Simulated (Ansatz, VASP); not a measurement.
## One calculation of Yb, two programs

INCAR

```
PREC = Accurate ; ENCUT = 600
EDIFF = 1E-6 ; ISMEAR = -1
SIGMA = 0.2 ; LREAL = False
LASPH = True ; NELM = 200
ALGO = Normal ; ISIF = 2
LWAVE = False ; LCHARG = False
GGA = LIBXC ; LIBXC1 = GGA_X_PBE_R
LIBXC2 = LDA_C_PW ; NBANDS = 31
GGA_COMPAT = False ; LMAXMIX = 6
```

The input KPOINTS:

```
regular mesh
0
Gamma
  8 8 4
```

POSCAR

```
Yb
1.0
    3.8799000000      0.0000000000      0.0000000000
   -1.9399500000      3.3600919600      0.0000000000
    0.0000000000      0.0000000000      6.3859000000
Yb
2
Direct
    0.3333333333      0.6666666667      0.2500000000
    0.6666666667      0.3333333333      0.7500000000
```

Input for Ansatz:

```yaml
crystal:
  lattice:
    - [3.8799, 0.0, 0.0]
    - [-1.93995, 3.36009196, 0.0]
    - [0.0, 0.0, 6.3859]
  atoms:
    - { symbol: Yb, position: [0.3333333333333333, 0.6666666666666666, 0.25] }
    - { symbol: Yb, position: [0.6666666666666666, 0.3333333333333333, 0.75] }
basis:
  ecutwfc: 600.0
kpoints:
  mp_grid:
    grid: [8, 8, 4]
hamiltonian:
  xc:
    exchange: revpbe
    correlation: lda
scf:
  max_iter: 200
  convergence:
    dr2_threshold: 1.0e-05
  mixing:
    algorithm: broyden
    beta: 0.4
    ndim: 12
  occupations:
    method: fermi_dirac
    width: 0.2
output:
  forces: true
  stress: true
```

Alike in both runs: task single point; functional revpbe exchange, lda correlation; k mesh 8 × 8 × 4; occupations fermi-dirac, width 0.2 eV; no spin polarisation.

|  | VASP | Ansatz |
| --- | --- | --- |
| version | VASP 6.6.1 | Ansatz 0.2.0 |
| potentials or method | VASP PAW PBE potentials, release 64 (Yb), cutoff 600 eV | plane waves, PAW |
| valence electrons in the cell | 48 | 48 |

Ansatz gave:

- pressure (GPa): 0.3
- traceless stress, the component that is largest in VASP (GPa): -0.22

Task: Estimate VASP's values.

Result: Pressure (GPa): 0.5; traceless stress, the component that is largest in VASP (GPa): -0.22.

VASP's potentials were made for PBE, not for revpbe exchange, lda correlation. The functional is the same, so the differences come from potentials, cutoffs and numerics. Ansatz's warnings: force scf threshold loose, stress scf threshold loose.

Spin-orbit coupling is off throughout.
